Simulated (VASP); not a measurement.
# GaN (F-43m) in VASP: further runs

Runs on GaN. Level: PBEsol. Tasks: vibrations by perturbation theory.

Everything below comes from runs of VASP 6.6.1. Logs are shortened: lines on timing, memory, paths and dates and some standing lists are left out, and cuts for length are marked.

### Step 1. The cell of the first run

The structure is cubic, space group F-43m (No. 216). Conventional cell: a = 4.414 Å, b = 4.414 Å, c = 4.414 Å, α = 90.00°, β = 90.00°, γ = 90.00°. Ga (site symmetry -43m) has 4 N at 1.91 Å within 2.5 Å. N (site symmetry -43m) has 4 Ga at 1.91 Å within 2.5 Å.

### Step 2. Vibrations by perturbation theory, PBEsol

Contents of INCAR:

```
PREC = Accurate ; ENCUT = 520
EDIFF = 1E-8 ; ISMEAR = 0
SIGMA = 0.01 ; LREAL = F
LASPH = T ; NELM = 80
ALGO = Normal ; ISIF = 2
LWAVE = F ; LCHARG = F
GGA = PS ; NBANDS = 16
IBRION = 8 ; NSW = 1
LEPSILON = T
```

Contents of KPOINTS:

```
Automatic mesh
0
Gamma
  10 10 10
```

Contents of POSCAR:

```
GaN
1.0
    0.0000000000      2.2072081827      2.2072081827
    2.2072081827      0.0000000000      2.2072081827
    2.2072081827      2.2072081827      0.0000000000
Ga N
1 1
Direct
    0.0000000000      0.0000000000      0.0000000000
    0.7500000000      0.7500000000      0.7500000000
```

Potentials or basis: VASP PAW PBE potentials, release 64 (Ga_d, N).

Run with:

```sh
$ cat potpaw_PBE.64/Ga_d/POTCAR potpaw_PBE.64/N/POTCAR > POTCAR
$ mpirun -np 1 vasp_std > vasp.out
```

OUTCAR:

```text
PREC = Accurate
   ENCUT = 520
   EDIFF = 1E-8
   ISMEAR = 0
   LREAL = F
   LASPH = T
   NELM = 80
   ISIF = 2
   GGA = PS
   IBRION = 8
   NSW = 1
   LEPSILON = T

 ion  position               nearest neighbor table
   1  0.000  0.000  0.000-   2 1.91   2 1.91   2 1.91   2 1.91
   2  0.750  0.750  0.750-   1 1.91   1 1.91   1 1.91   1 1.91

  LATTYP: Found a face centered cubic cell.
 ALAT       =     4.4144163654

  Lattice vectors:

 A1 = (   0.0000000000,   2.2072081827,   2.2072081827)
 A2 = (   2.2072081827,   0.0000000000,   2.2072081827)
 A3 = (   2.2072081827,   2.2072081827,   0.0000000000)

Analysis of symmetry for initial positions (statically):
=====================================================================
 Subroutine PRICEL returns:
 Original cell was already a primitive cell.

 Routine SETGRP: Setting up the symmetry group for a
 face centered cubic supercell.

 Subroutine GETGRP returns: Found 24 space group operations
 (whereof 24 operations were pure point group operations)
 out of a pool of 48 trial point group operations.

The static configuration has the point symmetry T_d .

Analysis of symmetry for dynamics (positions and initial velocities):
=====================================================================
 Subroutine PRICEL returns:
 Original cell was already a primitive cell.

 Routine SETGRP: Setting up the symmetry group for a
 face centered cubic supercell.

 Subroutine GETGRP returns: Found 24 space group operations
 (whereof 24 operations were pure point group operations)
 out of a pool of 48 trial point group operations.

The dynamic configuration has the point symmetry T_d .

 Subroutine INISYM returns: Found 24 space group operations
 (whereof 24 operations are pure point group operations),
 and found     1 'primitive' translations

----------------------------------------------------------------------------------------

                                     Primitive cell

  volume of cell :      21.5060

  direct lattice vectors                    reciprocal lattice vectors
     0.000000000  2.207208183  2.207208183    -0.226530512  0.226530512  0.226530512
     2.207208183  0.000000000  2.207208183     0.226530512 -0.226530512  0.226530512
     2.207208183  2.207208183  0.000000000     0.226530512  0.226530512 -0.226530512

  length of vectors
     3.121463747  3.121463747  3.121463747     0.392362356  0.392362356  0.392362356

  position of ions in fractional coordinates (direct lattice)
     0.000000000  0.000000000  0.000000000
     0.750000000  0.750000000  0.750000000

  ion indices of the primitive-cell ions
   primitive index   ion index
                 1           1
                 2           2

----------------------------------------------------------------------------------------

 KPOINTS: Automatic mesh

Automatic generation of k-mesh.
 Grid dimensions read from file:
 generate k-points for:   10   10   10

 Generating k-lattice:

  Cartesian coordinates                     Fractional coordinates (reciprocal lattice)
    -0.022653051  0.022653051  0.022653051     0.100000000  0.000000000  0.000000000
[... 605 lines left out ...]
  ---------------------------------------------------
  free energy    TOTEN  =        -0.29616144 eV

  energy without entropy =       -0.29616144

------------------------ aborting loop because EDIFF is reached ----------------------------------------

--------------------------------------- Ionic step        2  -------------------------------------------

------------------------ aborting loop because EDIFF is reached ----------------------------------------

--------------------------------------- Ionic step        3  -------------------------------------------

------------------------ aborting loop because EDIFF is reached ----------------------------------------

 PIEZOELECTRIC TENSOR FIELD DIRECTION 3  (e Angst)
 -----------------------------------------------------------------------------
    -0.00156  1.34847  0.00000           ( -0.00000  0.10230  0.00000)
     1.34847 -0.00156  0.00000           (  0.10230 -0.00000  0.00000)
     0.00000  0.00000  0.00207           (  0.00000  0.00000 -0.00000)

 PIEZOELECTRIC TENSOR FIELD DIRECTION 3  (C/m^2)
 -----------------------------------------------------------------------------
    -0.00116  1.00459  0.00000
     1.00459 -0.00116  0.00000
     0.00000  0.00000  0.00155

--------------------------------------- Ionic step        4  -------------------------------------------

------------------------ aborting loop because EDIFF is reached ----------------------------------------

[... ionic steps 5 to 6 ...]

--------------------------------------- Ionic step        7  -------------------------------------------

 Free energy of the ion-electron system (eV)
  ---------------------------------------------------
  ---------------------------------------------------
  free energy    TOTEN  =        -0.23323158 eV

  energy without entropy =       -0.23323158

------------------------ aborting loop because EDIFF is reached ----------------------------------------

 INTERNAL STRAIN TENSOR  FOR ION    2  DIRECTION 1   (eV/Angst):
 -----------------------------------------------------------------------------
     0.00130  0.00000  0.00000
     0.00000 -0.00368 11.45341
     0.00000 11.45341 -0.00368

 MACROSCOPIC STATIC DIELECTRIC TENSOR (including local field effects in DFT)
 ------------------------------------------------------
           5.675620    -0.000000     0.000000
           0.000000     5.675620    -0.000000
          -0.000000     0.000000     5.675620
 ------------------------------------------------------

 PIEZOELECTRIC TENSOR (including local field effects)  for field in x, y, z        (e  Angst)
          XX          YY          ZZ          XY          YZ          ZX
  --------------------------------------------------------------------------------
  x     0.00000    -0.00000    -0.00000     0.00000     1.35070     0.00000
  y     0.00000     0.00000     0.00000     0.00000     0.00000     1.35070
  z    -0.00000    -0.00000     0.00000     1.35070     0.00000     0.00000

 PIEZOELECTRIC TENSOR (including local field effects)  for field in x, y, z        (C/m^2)
          XX          YY          ZZ          XY          YZ          ZX
  --------------------------------------------------------------------------------
  x     0.00000    -0.00000    -0.00000     0.00000     1.00626     0.00000
  y     0.00000     0.00000     0.00000     0.00000     0.00000     1.00626
  z    -0.00000    -0.00000     0.00000     1.00626     0.00000     0.00000

 BORN EFFECTIVE CHARGES (including local field effects) (in |e|, cummulative output)
 ---------------------------------------------------------------------------------
 ion    1
    1     2.62217     0.00000     0.00000
    2     0.00000     2.62217     0.00000
    3    -0.00000     0.00000     2.62217
 ion    2
    1    -2.62217     0.00000     0.00000
    2    -0.00000    -2.62217    -0.00000
    3     0.00000    -0.00000    -2.62217

 INTERNAL STRAIN TENSOR FOR ION    2 for displacements in x,y,z  (eV/Angst):
          X           Y           Z          XY          YZ          ZX
  --------------------------------------------------------------------------------
  x     0.00000     0.00000     0.00000     0.00000    11.45341     0.00000
  y     0.00000    -0.00000     0.00000     0.00000     0.00000    11.45341
  z     0.00000     0.00000     0.00000    11.45341     0.00000     0.00000

 SECOND DERIVATIVES (NOT SYMMETRIZED)
 ------------------------------------
               1X          1Y          1Z          2X          2Y          2Z
  1X   -14.413626    0.000000    0.000000   14.413626    0.000000    0.000000
  1Y     0.000000  -14.413626    0.000000    0.000000   14.413626    0.000000
  1Z     0.000000    0.000000  -14.413626    0.000000    0.000000   14.413626
  2X    14.392342    0.000000    0.000000  -14.392342    0.000000    0.000000
  2Y     0.000000   14.392342    0.000000    0.000000  -14.392342    0.000000
  2Z     0.000000    0.000000   14.392342    0.000000    0.000000  -14.392342

 Eigenvectors and eigenvalues of the dynamical matrix
 ----------------------------------------------------

   1 f  =   17.371111 THz   109.145908 2PiTHz  579.437885 cm-1    71.841109 meV
             X         Y         Z           dx          dy          dz
      0.000000  0.000000  0.000000     0.000000    0.409187    0.000000
      3.310812  3.310812  3.310812     0.000000   -0.912451    0.000000
[... 21 lines left out ...]
   6 f/i=    0.004792 THz     0.030110 2PiTHz    0.159849 cm-1     0.019819 meV
             X         Y         Z           dx          dy          dz
      0.000000  0.000000  0.000000     0.000000    0.000000    0.912451
      3.310812  3.310812  3.310812     0.000000    0.000000    0.409187

--------------------------------------------------------------------------------------------------------

 MACROSCOPIC STATIC DIELECTRIC TENSOR IONIC CONTRIBUTION
 ------------------------------------------------------
           4.016739     0.000000    -0.000000
           0.000000     4.016739     0.000000
          -0.000000     0.000000     4.016739
 ------------------------------------------------------

 ELASTIC MODULI CONTR FROM IONIC RELAXATION (kBar)
 Direction    XX          YY          ZZ          XY          YZ          ZX
 --------------------------------------------------------------------------------
 XX          -0.0000      0.0000      0.0000      0.0000      0.0000      0.0000
 YY           0.0000     -0.0000      0.0000      0.0000      0.0000      0.0000
 ZZ           0.0000      0.0000     -0.0000      0.0000      0.0000      0.0000
 XY           0.0000      0.0000      0.0000   -641.0743      0.0000      0.0000
 YZ           0.0000      0.0000      0.0000      0.0000   -641.0743      0.0000
 ZX           0.0000      0.0000      0.0000      0.0000      0.0000   -641.0743
 --------------------------------------------------------------------------------

 PIEZOELECTRIC TENSOR IONIC CONTR  for field in x, y, z        (C/m^2)
          XX          YY          ZZ          XY          YZ          ZX
  --------------------------------------------------------------------------------
  x     0.00000     0.00000     0.00000     0.00000    -1.50995     0.00000
  y     0.00000     0.00000     0.00000    -0.00000    -0.00000    -1.50995
  z    -0.00000     0.00000     0.00000    -1.50995     0.00000    -0.00000
```

Wall time 2.5 min (1 thread of Intel Xeon 6975P-C (Granite Rapids), shared host); peak memory 0.26 GiB.

Results:

| Quantity | Value |
| --- | --- |
| Electronic dielectric tensor (diagonal) | 5.68 |
| Born charges (mean of the diagonal) | Ga +2.62; N -2.62 e |
| Highest phonon frequency at Γ, LO-TO splitting left out | 579 cm⁻¹ |

Phonon frequencies in cm⁻¹ (negative: imaginary):
| q point | frequencies |
| --- | --- |
| (0.000, 0.000, 0.000) | 0 0 0 579 579 579 |

Electronic dielectric tensor:
```
5.68 0.00 0.00
0.00 5.68 0.00
0.00 0.00 5.68
```

Born effective charge tensors (e):
atom 1, Ga
```
2.62 0.00 0.00
0.00 2.62 0.00
0.00 0.00 2.62
```
atom 2, N
```
-2.62  0.00  0.00
 0.00 -2.62  0.00
 0.00  0.00 -2.62
```

Caveat: the cell wasn't relaxed at this level first, which shifts response properties; the PAW data sets were made with another functional, which shifts forces and pressure a little.

### Step 3. Vibrations by perturbation theory, PBEsol

This run uses another cell than the first one, of 10.89 Å³/atom, 1.013 times its volume.

Contents of INCAR:

```
SYSTEM = GaN
ALGO = Normal
EDIFF = 1E-8
ENCUT = 520
GGA = PS
IBRION = 8
ISIF = 2
ISMEAR = 0
LASPH = .TRUE.
LCHARG = .FALSE.
LEPSILON = .TRUE.
LREAL = .FALSE.
LWAVE = .FALSE.
NBANDS = 16
NELM = 80
NSW = 1
PREC = Accurate
SIGMA = 0.01
```

Contents of KPOINTS:

```
k-points
0
G
  10 10 10
  0 0 0
```

Contents of POSCAR:

```
GaN
1.0
    0.0000000000      2.2167010778      2.2167010778
    2.2167010778      0.0000000000      2.2167010778
    2.2167010778      2.2167010778      0.0000000000
Ga N
1 1
Direct
    0.0000000000      0.0000000000      0.0000000000
    0.7500000000      0.7500000000      0.7500000000
```

Potentials or basis: VASP PAW PBE potentials, release 64 (Ga_d, N).

Run with:

```sh
$ cat potpaw_PBE.64/Ga_d/POTCAR potpaw_PBE.64/N/POTCAR > POTCAR
$ mpirun -np 1 vasp_std > vasp.out
```

OUTCAR:

```text
SYSTEM = GaN
   EDIFF = 1E-8
   ENCUT = 520
   GGA = PS
   IBRION = 8
   ISIF = 2
   ISMEAR = 0
   LASPH = .TRUE.
   LEPSILON = .TRUE.
   LREAL = .FALSE.
   NELM = 80
   NSW = 1
   PREC = Accurate

 ion  position               nearest neighbor table
   1  0.000  0.000  0.000-   2 1.92   2 1.92   2 1.92   2 1.92
   2  0.750  0.750  0.750-   1 1.92   1 1.92   1 1.92   1 1.92

  LATTYP: Found a face centered cubic cell.
 ALAT       =     4.4334021556

  Lattice vectors:

 A1 = (   0.0000000000,   2.2167010778,   2.2167010778)
 A2 = (   2.2167010778,   0.0000000000,   2.2167010778)
 A3 = (   2.2167010778,   2.2167010778,   0.0000000000)

Analysis of symmetry for initial positions (statically):
=====================================================================
 Subroutine PRICEL returns:
 Original cell was already a primitive cell.

 Routine SETGRP: Setting up the symmetry group for a
 face centered cubic supercell.

 Subroutine GETGRP returns: Found 24 space group operations
 (whereof 24 operations were pure point group operations)
 out of a pool of 48 trial point group operations.

The static configuration has the point symmetry T_d .

Analysis of symmetry for dynamics (positions and initial velocities):
=====================================================================
 Subroutine PRICEL returns:
 Original cell was already a primitive cell.

 Routine SETGRP: Setting up the symmetry group for a
 face centered cubic supercell.
[... 714 lines left out ...]

 PIEZOELECTRIC TENSOR (including local field effects)  for field in x, y, z        (C/m^2)
          XX          YY          ZZ          XY          YZ          ZX
  --------------------------------------------------------------------------------
  x    -0.00000    -0.00000    -0.00000     0.00000     1.00877     0.00000
  y    -0.00000    -0.00000    -0.00000     0.00000     0.00000     1.00877
  z     0.00000     0.00000    -0.00000     1.00877     0.00000     0.00000

 BORN EFFECTIVE CHARGES (including local field effects) (in |e|, cummulative output)
 ---------------------------------------------------------------------------------
 ion    1
    1     2.62900     0.00000     0.00000
    2     0.00000     2.62900     0.00000
    3     0.00000     0.00000     2.62900
 ion    2
    1    -2.62900     0.00000     0.00000
    2     0.00000    -2.62900     0.00000
    3     0.00000     0.00000    -2.62900

 INTERNAL STRAIN TENSOR FOR ION    2 for displacements in x,y,z  (eV/Angst):
          X           Y           Z          XY          YZ          ZX
  --------------------------------------------------------------------------------
  x     0.00000     0.00000     0.00000     0.00000    10.66130     0.00000
  y     0.00000    -0.00000     0.00000     0.00000     0.00000    10.66130
  z     0.00000     0.00000     0.00000    10.66130     0.00000     0.00000

 SECOND DERIVATIVES (NOT SYMMETRIZED)
 ------------------------------------
               1X          1Y          1Z          2X          2Y          2Z
  1X   -13.869533    0.000000    0.000000   13.869533    0.000000    0.000000
  1Y     0.000000  -13.869533    0.000000    0.000000   13.869533    0.000000
  1Z     0.000000    0.000000  -13.869533    0.000000    0.000000   13.869533
  2X    13.865066    0.000000    0.000000  -13.865066    0.000000    0.000000
  2Y     0.000000   13.865066    0.000000    0.000000  -13.865066    0.000000
  2Z     0.000000    0.000000   13.865066    0.000000    0.000000  -13.865066

 Eigenvectors and eigenvalues of the dynamical matrix
 ----------------------------------------------------

   1 f  =   17.048290 THz   107.117566 2PiTHz  568.669746 cm-1    70.506031 meV
             X         Y         Z           dx          dy          dz
      0.000000  0.000000  0.000000     0.000000    0.408990    0.000000
      3.325052  3.325052  3.325052     0.000000   -0.912539    0.000000
[... 21 lines left out ...]
   6 f/i=    0.001025 THz     0.006439 2PiTHz    0.034184 cm-1     0.004238 meV
             X         Y         Z           dx          dy          dz
      0.000000  0.000000  0.000000     0.000000    0.000000    0.912539
      3.325052  3.325052  3.325052     0.000000    0.000000    0.408990

--------------------------------------------------------------------------------------------------------

 MACROSCOPIC STATIC DIELECTRIC TENSOR IONIC CONTRIBUTION
 ------------------------------------------------------
           4.140033    -0.000000     0.000000
          -0.000000     4.140033    -0.000000
           0.000000    -0.000000     4.140033
 ------------------------------------------------------

 ELASTIC MODULI CONTR FROM IONIC RELAXATION (kBar)
 Direction    XX          YY          ZZ          XY          YZ          ZX
 --------------------------------------------------------------------------------
 XX          -0.0000     -0.0000     -0.0000      0.0000      0.0000      0.0000
 YY          -0.0000     -0.0000      0.0000     -0.0000     -0.0000      0.0000
 ZZ          -0.0000      0.0000     -0.0000      0.0000      0.0000     -0.0000
 XY           0.0000     -0.0000      0.0000   -567.7054     -0.0000      0.0000
 YZ           0.0000     -0.0000      0.0000     -0.0000   -567.7054      0.0000
 ZX           0.0000      0.0000     -0.0000      0.0000      0.0000   -567.7054
 --------------------------------------------------------------------------------

 PIEZOELECTRIC TENSOR IONIC CONTR  for field in x, y, z        (C/m^2)
          XX          YY          ZZ          XY          YZ          ZX
  --------------------------------------------------------------------------------
  x     0.00000    -0.00000     0.00000    -0.00000    -1.44257     0.00000
  y     0.00000     0.00000    -0.00000     0.00000     0.00000    -1.44257
  z     0.00000    -0.00000     0.00000    -1.44257    -0.00000     0.00000
```

OSZICAR:

```text
N       E                     dE             d eps       ncg     rms          rms(c)
DAV:   1     0.822926679071E+02    0.82293E+02   -0.94645E+03  1696   0.205E+03
DAV:   2    -0.918751957325E+01   -0.91480E+02   -0.85468E+02  1752   0.339E+02
DAV:   3    -0.149290609368E+02   -0.57415E+01   -0.57212E+01  1744   0.707E+01
DAV:   4    -0.149927194881E+02   -0.63659E-01   -0.63653E-01  1880   0.803E+00
[... 180 lines left out ...]
RMM:   9    -0.232895221117E+00    0.48575E-06    0.63792E-09 10911   0.149E-04    0.543E-06
RMM:  10    -0.232895320140E+00   -0.99023E-07   -0.47721E-10 11246   0.472E-05    0.252E-06
RMM:  11    -0.232895336363E+00   -0.16222E-07    0.21208E-10 11080   0.148E-05    0.392E-07
RMM:  12    -0.232895331326E+00    0.50367E-08   -0.11238E-10  9813   0.529E-06    0.118E-07
 Linear response finished
```

stdout:

```text
POSCAR found type information on POSCAR GaN
 POSCAR found :  2 types and       2 ions
 scaLAPACK will be used
 -----------------------------------------------------------------------------
|                                                                             |
[... 106 lines left out ...]
 LRF_COMMUTATOR internal error: the vector H(1)-e(1) S(1) |phi(0)> is not orthog
 onal to |phi(0)> (1.362790565203331E-004,2.685351940812097E-014)
 LRF_COMMUTATOR internal error: the vector H(1)-e(1) S(1) |phi(0)> is not orthog
 onal to |phi(0)> (-1.072727126086304E-004,-7.910339050454240E-016)
 LRF_COMMUTATOR internal error: the vector H(1)-e(1) S(1) |phi(0)> is not orthog
 onal to |phi(0)> (1.107137341539444E-004,-1.471045507628332E-015)
 LRF_COMMUTATOR internal error: the vector H(1)-
```

It took 4.9 min on 1 thread of Intel Xeon Platinum 8488C (Sapphire Rapids), shared host; peak memory 0.27 GiB.

What came out:

- Electronic dielectric tensor (diagonal): 5.75
- Born charges (mean of the diagonal): Ga +2.63; N -2.63 e
- Highest phonon frequency at Γ, LO-TO splitting left out: 569 cm⁻¹

Phonon frequencies in cm⁻¹ (negative: imaginary):
| q point | frequencies |
| --- | --- |
| (0.000, 0.000, 0.000) | 0 0 0 569 569 569 |

Electronic dielectric tensor:
```
5.75 0.00 0.00
0.00 5.75 0.00
0.00 0.00 5.75
```

Born effective charge tensors (e):
atom 1, Ga
```
2.63 0.00 0.00
0.00 2.63 0.00
0.00 0.00 2.63
```
atom 2, N
```
-2.63  0.00  0.00
 0.00 -2.63  0.00
 0.00  0.00 -2.63
```

Caveat: the cell wasn't relaxed at this level first, which shifts response properties; the PAW data sets were made with another functional, which shifts forces and pressure a little.
